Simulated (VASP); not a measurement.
Ba2NF, 4 atoms in the cell. Symmetry: R-3m, No. 166, trigonal system. The conventional cell has a = 4.043 Å, b = 4.043 Å, c = 20.296 Å, α = 90.00°, β = 90.00°, γ = 120.00°. Within 4.1 Å of Ba (site symmetry 3m) lie 3 N at 2.78 Å and 3 F at 2.99 Å and 9 Ba at 3.82 to 4.04 Å. Within 3.7 Å of N (site symmetry -3m) lie 6 Ba at 2.78 Å. Within 4.2 Å of F (site symmetry -3m) lie 6 Ba at 2.99 Å and 6 F at 4.04 Å and 6 N at 4.11 Å. 

```yaml
Program: VASP 6.6.1
Task: single point
Functional: r2SCAN
Potentials_or_basis: VASP PAW PBE potentials, release 64 (Ba_sv, N, F)
Cutoff: 520 eV
k_mesh: 6 × 6 × 6
Occupations: gaussian, width 0.01 eV
Spin: no spin polarisation
Dipole_correction: no
Further_INCAR_settings: ALGO = Normal; EDIFF = 1e-06; NBANDS = 24
```

Potentials or basis: VASP PAW PBE potentials, release 64 (Ba_sv, N, F).

Command:

```sh
$ cat potpaw_PBE.64/Ba_sv/POTCAR potpaw_PBE.64/N/POTCAR potpaw_PBE.64/F/POTCAR > POTCAR
$ cp INCAR.step1 INCAR
$ mpirun -np 1 vasp_std > vasp.out
$ cp INCAR.step2 INCAR
$ mpirun -np 1 vasp_std > vasp.out
```

Hardware: 1 thread of AMD EPYC 9R45 96-Core Processor (Zen 5) (shared host).

**Question.** How long does it take, and how much memory?

**Answer.** Wall time 10 min on 1 thread of AMD EPYC 9R45 96-Core Processor (Zen 5), on a shared host, peak memory 0.45 GiB. Counts: k points 32.
